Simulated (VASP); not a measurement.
Set up this calculation in VASP 6.6.1, as the native input.

- Task: single point
- Functional: PBE0
- Potentials or basis: VASP PAW PBE potentials, release 64 (Ga_d, As)
- Cutoff: 520 eV
- k mesh: 5 × 5 × 5
- Occupations: fermi-dirac, width 0.05 eV
- Spin: no spin polarisation
- Dipole correction: no
- Grid for exact exchange (PRECFOCK): Normal
- Further INCAR settings: ALGO = Normal; EDIFF = 1e-06; NBANDS = 16
- Share of exact exchange: 0.25

GaAs:

```xyz
2
Lattice="-1.8808 1.8808 3.0259 1.8808 -1.8808 3.0259 1.8808 1.8808 -3.0259" Properties=species:S:1:pos:R:3 pbc="T T T"
Ga    0.0000    0.0000    0.0000
As    0.0000    0.0000    3.0259
```

These files were run (other wordings do the same):

POSCAR

```
GaAs
1.0
   -1.8807739600      1.8807739600      3.0258508800
    1.8807739600     -1.8807739600      3.0258508800
    1.8807739600      1.8807739600     -3.0258508800
Ga As
1 1
Direct
    0.0000000000      0.0000000000      0.0000000000
    0.5000000000      0.5000000000      0.0000000000
```

INCAR.step1

```
SYSTEM = GaAs
PREC = Accurate
ENCUT = 520
EDIFF = 1E-5
ISMEAR = -1
SIGMA = 0.05
LREAL = .FALSE.
LASPH = .TRUE.
NELM = 60
ALGO = Normal
ISIF = 2
LWAVE = .TRUE.
NBANDS = 16
GGA = PE
```

INCAR.step2

```
SYSTEM = GaAs
PREC = Accurate
ENCUT = 520
EDIFF = 1E-6
ISMEAR = -1
SIGMA = 0.05
LREAL = .FALSE.
LASPH = .TRUE.
NELM = 60
ALGO = Normal
ISIF = 2
LWAVE = .FALSE.
LCHARG = .TRUE.
GGA = PE
LHFCALC = .TRUE.
AEXX = 0.25
PRECFOCK = Normal
LELF = .TRUE.
LVHAR = .TRUE.
NBANDS = 16
ISTART = 1
```

KPOINTS

```
regular mesh
0
G
  5 5 5
  0 0 0
```

Potentials or basis: VASP PAW PBE potentials, release 64 (Ga_d, As).

Run with:

```sh
$ cat potpaw_PBE.64/Ga_d/POTCAR potpaw_PBE.64/As/POTCAR > POTCAR
$ cp INCAR.step1 INCAR
$ mpirun -np 1 vasp_std > vasp.out
$ cp INCAR.step2 INCAR
$ mpirun -np 1 vasp_std > vasp.out
```

Results of the run:

```yaml
Pressure: -6.0 GPa
Band_gap_on_the_k_mesh: zero (bands 9 and 10 overlap by 3.42 eV)
```

Caveat: the k points lie up to 0.39 Å⁻¹ apart, too coarse for converged energies and pressures of a metal; the PAW data sets were made with another functional, which shifts forces and pressure a little.

It took 33 min on 1 thread of Intel(R) Xeon(R) Platinum 8259CL CPU @ 2.50GHz (Skylake/Cascade Lake), on a shared host, peak memory 0.19 GiB.
